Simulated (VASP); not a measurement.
# KI (P1) in VASP: further runs

The runs below take KI through single point, with PBEsol.

Everything below comes from runs of VASP 6.6.1. Logs are shortened: lines on timing, memory, paths and dates and some standing lists are left out, and cuts for length are marked.

### 1 The cell of the first run

The typed cell holds 16 atoms: a = 8.512 Å, b = 8.512 Å, c = 9.516 Å, α = 90.00°, β = 90.00°, γ = 101.02°.

### 2 Single point, PBEsol (dynamics (npt langevin) at 800 K, volume x 1.02, from the last frame before)

The input, INCAR:

```
PREC = Accurate
ENCUT = 520
EDIFF = 1E-6
ISMEAR = -1
SIGMA = 0.0689
LREAL = Auto
LASPH = True
NELM = 80
ALGO = Normal
ISIF = 2
LWAVE = False
LCHARG = False
GGA = PS
NBANDS = 78
```

The input, KPOINTS:

```
Automatic mesh
0
Gamma
  1 1 1
```

The input, POSCAR:

```
KI
1.0
    6.5689990000     -5.4127730000      0.0000000000
   -6.5689990000     -5.4127730000      0.0000000000
    0.0000000000      0.0000000000     -9.5158400000
K I
8 8
Direct
    0.3730665416      0.3987509723      0.7210891524
    0.8899110812      0.8936277814      0.6892434089
    0.5958205012      0.1591448372      0.7919990248
    0.1145583966      0.6249821309      0.8013143348
    0.3562445018      0.8927687120      0.2328820157
    0.8649182850      0.4050304086      0.2952956334
    0.6017535814      0.6189310843      0.2286398258
    0.1132057800      0.1041853798      0.2678369960
    0.4915004000      0.2242301507      0.1139265688
   -0.0207294992      0.7581483786      0.0771118472
    0.7830760209      0.0032643632      0.3897307017
    0.2255853469      0.4985333257      0.3854762165
    0.2765680325      0.0043504542      0.6323073948
    0.7582575958      0.5155009749      0.6346045121
    0.4799095267      0.7733475376      0.8611200903
   -0.0006420077      0.2482374639      0.8812774280
```

Potentials or basis: VASP PAW PBE potentials, release 64 (K_sv, I).

Command:

```sh
$ cat potpaw_PBE.64/K_sv/POTCAR potpaw_PBE.64/I/POTCAR > POTCAR
$ mpirun -np 1 vasp_gam > vasp.out
```

OUTCAR:

```text
PREC = Accurate
   ENCUT = 520
   EDIFF = 1E-6
   ISMEAR = -1
   LREAL = Auto
   LASPH = True
   NELM = 80
   ISIF = 2
   GGA = PS

 ion  position               nearest neighbor table
   1  0.373  0.399  0.721-   3 3.11   4 3.28  14 3.34  13 3.41  15 3.41  16 3.54  12 3.59
   2  0.890  0.894  0.689-  11 3.19  14 3.24  13 3.29   4 3.42  16 3.50   3 3.81
   3  0.596  0.159  0.792-   1 3.11  13 3.17   9 3.27  15 3.31  14 3.43  16 3.48   2 3.81
   4  0.115  0.625  0.801-  10 3.16  15 3.18  16 3.26   1 3.28  14 3.39   2 3.42  13 3.63
   5  0.356  0.893  0.233-   8 3.01   9 3.05   7 3.42  10 3.52  12 3.63
   6  0.865  0.405  0.295-  12 3.14   7 3.21  11 3.48  14 3.53   8 3.63  10 3.63   9 3.68
   7  0.602  0.619  0.229-   6 3.21   5 3.42   9 3.49  12 3.50  10 3.51  11 3.67
   8  0.113  0.104  0.268-   5 3.01  11 3.01  10 3.46  12 3.49   9 3.51   6 3.63
   9  0.492  0.224  0.114-   5 3.05   3 3.27   7 3.49   8 3.51   6 3.68
  10  0.979  0.758  0.077-   4 3.16   8 3.46   7 3.51   5 3.52   6 3.63
  11  0.783  0.003  0.390-   8 3.01   2 3.19   6 3.48   7 3.67
  12  0.226  0.499  0.385-   6 3.14   8 3.49   7 3.50   1 3.59   5 3.63
  13  0.277  0.004  0.632-   3 3.17   2 3.29   1 3.41   4 3.63
  14  0.758  0.516  0.635-   2 3.24   1 3.34   4 3.39   3 3.43   6 3.53
  15  0.480  0.773  0.861-   4 3.18   3 3.31   1 3.41
  16  0.999  0.248  0.881-   4 3.26   3 3.48   2 3.50   1 3.54

  LATTYP: Found a base centered orthorhombic cell.
 ALAT       =    10.8255460000
 B/A-ratio  =     1.2136106576
 C/A-ratio  =     0.8790170953

  Lattice vectors:

 A1 = (   6.5689990000,  -5.4127730000,   0.0000000000)
 A2 = (  -6.5689990000,  -5.4127730000,   0.0000000000)
 A3 = (   0.0000000000,   0.0000000000,  -9.5158400000)

Analysis of symmetry for initial positions (statically):
=====================================================================
 Subroutine PRICEL returns:
 Original cell was already a primitive cell.

 Routine SETGRP: Setting up the symmetry group for a
 base centered orthorhombic supercell.

 Subroutine GETGRP returns: Found  1 space group operations
 (whereof  1 operations were pure point group operations)
 out of a pool of  8 trial point group operations.

The static configuration has the point symmetry C_1 .

Analysis of symmetry for dynamics (positions and initial velocities):
=====================================================================
 Subroutine PRICEL returns:
 Original cell was already a primitive cell.

 Routine SETGRP: Setting up the symmetry group for a
 base centered orthorhombic supercell.

 Subroutine GETGRP returns: Found  1 space group operations
 (whereof  1 operations were pure point group operations)
[... 115 lines left out ...]
   TEBEG  =    0.0;   TEEND  =   0.0 temperature during run
   PSTRESS=    0.0 pullay stress
   NELECT =     128.0000    total number of electrons
   NUPDOWN=      -1.0000    fix difference up-down
   EMIN   =  10.00;   EMAX   =-10.00  energy-range for DOS
   EFERMI =   0.00;   METHOD = LEGACY
   ISMEAR =    -1;   SIGMA  =   0.07  broadening in eV -4-tet -1-fermi 0-gaus
   EFERMI_NEDOS =   21; number of points for ismear=-14 and -15
   IALGO  =     38    algorithm
   IMIX   =      4    mixing-type and parameters
     AMIX     =   0.40;   BMIX     =  1.00
     AMIX_MAG =   1.60;   BMIX_MAG =  1.00
  volume/ion in A,a.u.               =      42.29       285.41
  Fermi-wavevector in a.u.,A,eV,Ry     =   0.939751  1.775872 12.015738  0.883132
  Thomas-Fermi vector in A             =   2.067094
   LORBIT       =      0    0 simple, 1 ext, 2 COOP (PROOUT), +10 PAW based schemes
   GGA     = PS    functional components
   LHFCALC =     F    Hartree Fock is set to
   AEXX    =    0.0000 exact exchange contribution
   IVDW    =     0    specifies the selected vdW correction
   LEPSILON=     F    determine dielectric tensor
   LRPA    =     F    only Hartree local field effects (RPA)
 non-spin polarized calculation
  energy-cutoff  :      520.00
  volume of cell :      676.70
 maximum number of plane-waves:      9108
 NGX is ok and might be reduce to    64
   NGX = 31   NGY = 31   NGZ = 35

 number of electron     127.9999999 magnetization

 Free energy of the ion-electron system (eV)
  ---------------------------------------------------
  ext. energy  EPLUGINS =         0.00000000
  ---------------------------------------------------
  free energy    TOTEN  =       -42.09628976 eV

  energy without entropy =      -42.09628975  energy(sigma->0) =      -42.09628976

 E-fermi :   1.9909     XC(G=0):  -7.4479

 val. band max:        0.5590375626   @ k =   0.0000   0.0000   0.0000
 cond. band min:       3.4191534372   @ k =   0.0000   0.0000   0.0000
 fundamental gap:      2.8601158746
 Fermi energy:         1.9908932432

 k-point     1 :       0.0000    0.0000    0.0000
  band No.  band energies     occupation
      1     -29.5816      2.00000
      2     -29.4657      2.00000
      3     -29.1656      2.00000
      4     -29.1206      2.00000
      5     -29.0639      2.00000
      6     -28.7536      2.00000
[... 68 lines left out ...]
     75       5.8564      0.00000
     76       5.9208      0.00000
 [bands above 76 left out]

------------------------ aborting loop because EDIFF is reached ----------------------------------------

  FORCE on cell =-STRESS in cart. coord.  units (eV):
  Direction    XX          YY          ZZ          XY          YZ          ZX
  --------------------------------------------------------------------------------------
  -------------------------------------------------------------------------------------
  Total       17.7135395      1.5391320     -0.8811134     -0.9861199     -0.6624212     -0.4526141
  in kB       41.9391666      3.6441002     -2.0861534     -2.3347703     -1.5683704     -1.0716241
  external PRESSURE =      14.4990378 kB  Pullay stress =       0.0000000 kB

 VOLUME and BASIS-vectors are now :
 -----------------------------------------------------------------------------
  energy-cutoff  :      520.00
  volume of cell :      676.70
      direct lattice vectors                 reciprocal lattice vectors
     6.568999000 -5.412773000  0.000000000     0.076115098 -0.092374094  0.000000000
    -6.568999000 -5.412773000  0.000000000    -0.076115098 -0.092374094  0.000000000
     0.000000000  0.000000000 -9.515840000     0.000000000  0.000000000 -0.105087938

 POSITION                                       TOTAL-FORCE (eV/Angst)
 -----------------------------------------------------------------------------------
     -0.16872     -4.17767     -6.86177        -0.246892      0.128870      0.165580
     -0.02441     -9.65389     -6.55873        -0.256048     -0.079932     -0.419566
      2.86852     -4.08646     -7.53654         0.650045     -0.373346     -0.110341
     -3.35297     -4.00296     -7.62518        -0.142726      0.132917      0.235008
     -3.52443     -6.76063     -2.21607         0.679831      0.488438     -0.211751
      3.02100     -6.87394     -2.80999         0.040162      0.275720      0.109344
[... 8 lines left out ...]
     -1.92759     -6.78360     -8.19428         0.693413     -0.165149     -0.732807
      4.93411     -6.75295     -8.38610         0.144585      0.087856     -0.211268
 -----------------------------------------------------------------------------------
    total drift:                                0.001297      0.006541     -0.010714

  FREE ENERGIE OF THE ION-ELECTRON SYSTEM (eV)
  ---------------------------------------------------
  free  energy   TOTEN  =       -42.0962897596 eV

  energy  without entropy=      -42.0962897538  energy(sigma->0) =      -42.09628976
```

OSZICAR:

```text
N       E                     dE             d eps       ncg     rms          rms(c)
DAV:   1     0.130459602844E+04    0.13046E+04   -0.60268E+04   164   0.146E+03
DAV:   2     0.111962262915E+03   -0.11926E+04   -0.11465E+04   202   0.384E+02
DAV:   3    -0.372476465617E+02   -0.14921E+03   -0.14864E+03   200   0.115E+02
DAV:   4    -0.427814161690E+02   -0.55338E+01   -0.55213E+01   192   0.252E+01
DAV:   5    -0.433358172605E+02   -0.55440E+00   -0.55403E+00   288   0.546E+00    0.108E+01
DAV:   6    -0.422580693551E+02    0.10777E+01   -0.14924E+00   184   0.414E+00    0.780E+00
DAV:   7    -0.420785079891E+02    0.17956E+00   -0.25935E+00   200   0.460E+00    0.283E+00
DAV:   8    -0.420886049370E+02   -0.10097E-01   -0.50753E-01   192   0.241E+00    0.821E-01
DAV:   9    -0.420923079067E+02   -0.37030E-02   -0.44765E-02   224   0.516E-01    0.451E-01
DAV:  10    -0.420944792195E+02   -0.21713E-02   -0.70228E-03   224   0.243E-01    0.163E-01
DAV:  11    -0.420959620753E+02   -0.14829E-02   -0.19174E-03   200   0.157E-01    0.902E-02
DAV:  12    -0.420961429846E+02   -0.18091E-03   -0.68214E-04   216   0.763E-02    0.630E-02
DAV:  13    -0.420962610909E+02   -0.11811E-03   -0.14266E-04   184   0.414E-02    0.233E-02
DAV:  14    -0.420962872889E+02   -0.26198E-04   -0.61421E-05   192   0.252E-02    0.141E-02
DAV:  15    -0.420962892626E+02   -0.19738E-05   -0.18863E-05   200   0.117E-02    0.493E-03
DAV:  16    -0.420962897596E+02   -0.49696E-06   -0.11925E-06   120   0.360E-03
   1 F= -.42096290E+02 E0= -.42096290E+02  d E =-.585288E-08
```

Wall time 63 s (1 thread of Intel Xeon Platinum 8559C (Emerald Rapids), shared host); peak memory 0.56 GiB.

What came out:

```yaml
Free_energy: -42.0963 eV
Pressure: 1.4 GPa
Largest_force: 1.031 eV/Å
Band_gap_on_the_k_mesh: 2.86 eV
```

Forces in eV/Å, atoms in the order of the input:
```
K   -0.247  0.129  0.166
K   -0.256 -0.080 -0.420
K    0.650 -0.373 -0.110
K   -0.143  0.133  0.235
K    0.680  0.488 -0.212
K    0.040  0.276  0.109
K   -0.167 -0.034  0.169
K   -0.080 -0.605  0.312
I   -0.442 -0.672  0.025
I   -0.129  0.075 -0.431
I   -0.666  0.786 -0.041
I    0.225 -0.480 -0.187
I   -0.362  0.207  0.880
I    0.058  0.228  0.449
I    0.693 -0.165 -0.733
I    0.145  0.088 -0.211
```

Caveat: the k points lie up to 0.75 Å⁻¹ apart; the PAW data sets were made with another functional, which shifts forces and pressure a little; spin-orbit coupling is left out, which moves the levels of the heavy elements.

[end of part 1 of 2]
